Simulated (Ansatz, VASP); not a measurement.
# Au: VASP beside Ansatz

Contents of INCAR:

```
PREC = Accurate ; ENCUT = 500
EDIFF = 1E-6 ; ISMEAR = 0
SIGMA = 0.1 ; LREAL = False
LASPH = True ; NELM = 120
ALGO = Normal ; ISIF = 2
LWAVE = False ; LCHARG = False
GGA = PE ; NBANDS = 12
GGA_COMPAT = False
```

Contents of KPOINTS:

```
regular mesh
0
Gamma
  18 18 18
```

File POSCAR:

```
Au
1.0
    0.0000000000      2.0149616599      2.0149616599
    2.0149616599      0.0000000000      2.0149616599
    2.0149616599      2.0149616599      0.0000000000
Au
1
Direct
    0.0000000000      0.0000000000      0.0000000000
```

Input for Ansatz:

```yaml
crystal:
  lattice:
    - [0.0, 2.0149616599, 2.0149616599]
    - [2.0149616599, 0.0, 2.0149616599]
    - [2.0149616599, 2.0149616599, 0.0]
  atoms:
    - { symbol: Au, position: [0.0, 0.0, 0.0] }
basis: {}
kpoints:
  mp_grid: { grid: [18, 18, 18] }
hamiltonian:
  xc: pbe
  pseudopotentials: { kind: nc }
scf:
  occupations: { method: gaussian, width: 0.1 }
output:
  forces: true
  stress: true
  eigenvalues: true
```

Alike in both runs: task single point; functional PBE; k mesh 18 × 18 × 18; occupations gaussian, width 0.1 eV; no spin polarisation.

```csv
,VASP,Ansatz
version,VASP 6.6.1,Ansatz 0.2.0
potentials or method,"VASP PAW PBE potentials, release 64 (Au)","scalar-relativistic, plane waves, norm-conserving pseudopotentials"
plane-wave cutoff (eV),500,1034
valence electrons in the cell,11,19
```

```csv
,VASP,Ansatz,Ansatz less VASP
gap on the k mesh at the Fermi level (eV),none,none,-
pressure (GPa),17.1,17.5,+0.42
```

A gap of «none» marks a metal or a gap that the smearing closes. VASP's potentials hold 11 valence electrons a cell and Ansatz's 19, so a difference there can come from the potentials and not from the codes.

Spin-orbit coupling is off throughout.
